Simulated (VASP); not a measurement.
Wanted: the native input for a VASP 6.6.1 run.

- Task: single point
- Functional: PBE
- Dispersion: D3(BJ)
- Potentials or basis: VASP PAW PBE potentials, release 64 (B, N)
- Cutoff: 520 eV
- k mesh: 12 × 12 × 12
- Occupations: gaussian, width 0.02 eV
- Spin: no spin polarisation
- Dipole correction: no
- Further INCAR settings: ALGO = Normal; EDIFF = 1e-07; NBANDS = 11

The structure of BN lies in POSCAR:

```
BN
1.0
    2.5080409239      0.0000000000      0.0000000000
   -1.2467107647      2.1762310413      0.0000000000
   -0.6306650796     -1.0881155206      3.0225400000
B N
1 1
Direct
    0.9796430000      0.9834990000      0.0018060000
    0.6685060000      0.3323850000      0.9849990000
```

The input as run:

INCAR

```
  PREC = Accurate
  ENCUT = 520
  EDIFF = 1E-7
  ISMEAR = 0
  SIGMA = 0.02
  LREAL = F
  LASPH = T
  NELM = 80
  ALGO = Normal
  ISIF = 2
  LWAVE = F
  LCHARG = T
  GGA = PE
  IVDW = 12
  LELF = T
  LVHAR = T
  NBANDS = 11
```

KPOINTS

```
regular mesh
0
Gamma
  12 12 12
```

Potentials or basis: VASP PAW PBE potentials, release 64 (B, N).

Run with:

```console
$ cat potpaw_PBE.64/B/POTCAR potpaw_PBE.64/N/POTCAR > POTCAR
$ mpirun -np 1 vasp_std > vasp.out
```

Results of the run:

The pressure is 1.8 GPa, the largest force is 2.722 eV/Å and the band gap on the k mesh is 2.81 eV (least direct gap 4.50 eV). The dispersion energy per atom is -0.157 eV.

Caveat: the stress differs along the axes, from -6 to 6 GPa; forces of over 1 eV/Å act on the atoms, so gaps and moduli don't describe the material at rest.

It took 2.9 min on 1 thread of Intel Xeon 8259CL, with other jobs on the host, peak memory 0.27 GiB.
